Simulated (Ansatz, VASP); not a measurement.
# LiF: VASP beside Ansatz

Contents of INCAR:

```
PREC     = Accurate       # precision mode
ENCUT    = 520            # plane-wave cutoff, eV
EDIFF    = 1E-6           # SCF threshold, eV
ISMEAR   = 0              # smearing method
SIGMA    = 0.05           # smearing width, eV
LREAL    = F              # projectors in reciprocal space
LASPH    = T              # aspherical terms in the spheres
NELM     = 60             # most SCF steps
ALGO     = Normal         # electronic algorithm
ISIF     = 2              # what is computed and relaxed
LWAVE    = F              # write WAVECAR
LCHARG   = F              # write CHGCAR
GGA      = PS             # functional
NBANDS   = 18             # bands
```

The input KPOINTS:

```
regular mesh
0
Gamma
  9 9 6
```

File POSCAR:

```
LiF
1.0
    2.9385022248      0.0000000000      0.0000000000
   -1.4692511124      2.5448175758      0.0000000000
    0.0000000000      0.0000000000      4.6150315872
Li F
2 2
Direct
    0.3333333333      0.6666666667      0.3811542600
    0.6666666667      0.3333333333      0.8811542600
    0.3333333333      0.6666666667      0.9938437400
    0.6666666667      0.3333333333      0.4938437400
```

Input for Ansatz:

```yaml
crystal:
  lattice:
    - [2.9385022248, 0.0, 0.0]
    - [-1.4692511124, 2.5448175758, 0.0]
    - [0.0, 0.0, 4.6150315872]
  atoms:
    - { symbol: Li, position: [0.3333333333, 0.6666666667, 0.38115426] }
    - { symbol: Li, position: [0.6666666667, 0.3333333333, 0.88115426] }
    - { symbol: F, position: [0.3333333333, 0.6666666667, 0.99384374] }
    - { symbol: F, position: [0.6666666667, 0.3333333333, 0.49384374] }
basis:
  ecutwfc: 420
kpoints:
  mp_grid: { grid: [9, 9, 6] }
hamiltonian:
  xc: pbesol
scf:
  occupations: { method: gaussian, width: 0.05 }
output:
  forces: true
  stress: true
  eigenvalues: true
```

Change from the starting cell: strain -0.040 along x and y, -0.040 along z, atoms carried along.

Alike in both runs: task single point; functional PBEsol; k mesh 9 × 9 × 6; occupations gaussian, width 0.05 eV; no spin polarisation.

|  | VASP | Ansatz |
| --- | --- | --- |
| version | VASP 6.6.1 | Ansatz 0.2.0 |
| potentials or method | VASP PAW PBE potentials, release 64 (Li_sv, F), cutoff 520 eV | scalar-relativistic, plane waves, PAW |
| valence electrons in the cell | 20 | 20 |

|  | VASP | Ansatz | Ansatz less VASP |
| --- | --- | --- | --- |
| gap on the k mesh at the Fermi level (eV) | 8.42 | 8.43 | +0.014 |
| least direct gap on the mesh (eV) | 8.42 | 8.43 | +0.014 |
| rms of the force components (eV/Å) | 0.010 | 0.009 | -0.0008 |

VASP's potentials were made for PBE, not for PBEsol. Atom by atom the forces differ by 0.001 eV/Å (rms over components). The functional is the same, so the differences come from potentials, cutoffs and numerics.

Noted on VASP's run: the cutoff is short for stress, so the pressure is rough.
